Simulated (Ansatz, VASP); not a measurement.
Two plane-wave programs on Rb

File INCAR:

```
SYSTEM = Rb
ALGO = Normal
EDIFF = 1E-6
ENCUT = 520
GGA = PS
ISIF = 2
ISMEAR = 0
LASPH = .True.
LCHARG = .True.
LELF = .True.
LREAL = .False.
LVHAR = .True.
LWAVE = .False.
NBANDS = 10
NELM = 100
PREC = Accurate
SIGMA = 0.15
```

The input KPOINTS:

```
k-points
0
Gamma
  14 14 14
  0 0 0
```

POSCAR

```
Rb
1.0
   -3.0377810045      3.0377810045      2.5831857329
    3.0377810045     -3.0377810045      2.5831857329
    3.0377810045      3.0377810045     -2.5831857329
Rb
1
Direct
    0.0000000000      0.0000000000      0.0000000000
```

Input for Ansatz:

```yaml
crystal:
  lattice:
    - [-3.0377810045, 3.0377810045, 2.5831857329]
    - [3.0377810045, -3.0377810045, 2.5831857329]
    - [3.0377810045, 3.0377810045, -2.5831857329]
  atoms:
    - { symbol: Rb, position: [0.0, 0.0, 0.0] }
basis:
  ecutwfc: 420
kpoints:
  mp_grid: { grid: [14, 14, 14] }
hamiltonian:
  xc: pbesol
scf:
  occupations: { method: gaussian, width: 0.15 }
output:
  forces: true
  stress: true
  eigenvalues: true
```

Alike in both runs: task single point; functional PBEsol; k mesh 14 × 14 × 14; occupations gaussian, width 0.15 eV; no spin polarisation.

```csv
,VASP,Ansatz
version,VASP 6.6.1,Ansatz 0.2.0
potentials or method,"VASP PAW PBE potentials, release 64 (Rb_sv), cutoff 520 eV","scalar-relativistic, plane waves, PAW"
valence electrons in the cell,9,9
```

```tsv
	VASP	Ansatz	Ansatz less VASP
gap on the k mesh at the Fermi level (eV)	none	none	-
pressure (GPa)	-0.2	-0.2	0.00
traceless stress, the component that is largest in VASP (GPa)	0.11	0.11	0.000
```

VASP's potentials were made for PBE, not for PBEsol. A gap of «none» marks a metal or a gap that the smearing closes.
